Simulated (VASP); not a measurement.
Set up this calculation in VASP 6.6.1, as the native input.

```
Task                   : single point
Functional             : LDA
Potentials or basis    : VASP PAW LDA potentials, release 64 (Cu)
Cutoff                 : 520 eV
k mesh                 : 18 × 18 × 9
Occupations            : fermi-dirac, width 0.1 eV
Spin                   : no spin polarisation
Dipole correction      : no
Further INCAR settings : ALGO = Normal; EDIFF = 1e-06; NBANDS = 18
```

The structure of Cu lies in POSCAR:

```
Cu
1.0
   -1.6719164294      1.3774320326      1.2260187265
    1.3774320326     -1.6719164294      1.2260187265
    3.1280172397      3.1280172397     -1.7653674385
Cu
2
Direct
    0.9586702959      0.0413297041      1.0000000000
    0.7913297041      0.2086702959      0.5000000000
```

This isn't the form of Cu at room conditions, which is fcc.

One way to write it, as run:

INCAR

```
SYSTEM = Cu
  ALGO = Normal
  EDIFF = 1E-6
  ENCUT = 520
  GGA = CA
  ISIF = 2
  ISMEAR = -1
  LASPH = .True.
  LCHARG = .False.
  LREAL = .False.
  LWAVE = .False.
  NBANDS = 18
  NELM = 80
  PREC = Accurate
  SIGMA = 0.1
```

KPOINTS

```
k-points
0
Gamma
  18 18 9
  0 0 0
```

Potentials or basis: VASP PAW LDA potentials, release 64 (Cu).

Launch:

```console
$ cat potpaw_LDA.64/Cu/POTCAR > POTCAR
$ mpirun -np 1 vasp_std > vasp.out
```

It gave:

```json
{
  "Pressure": "1.1 GPa",
  "Band gap on the k mesh": "zero (bands 11 and 12 overlap by 6.29 eV)"
}
```

Wall time 3.2 min on 1 thread of AMD EPYC 7R13 Processor (Zen 3) (shared host), peak memory 0.31 GiB.
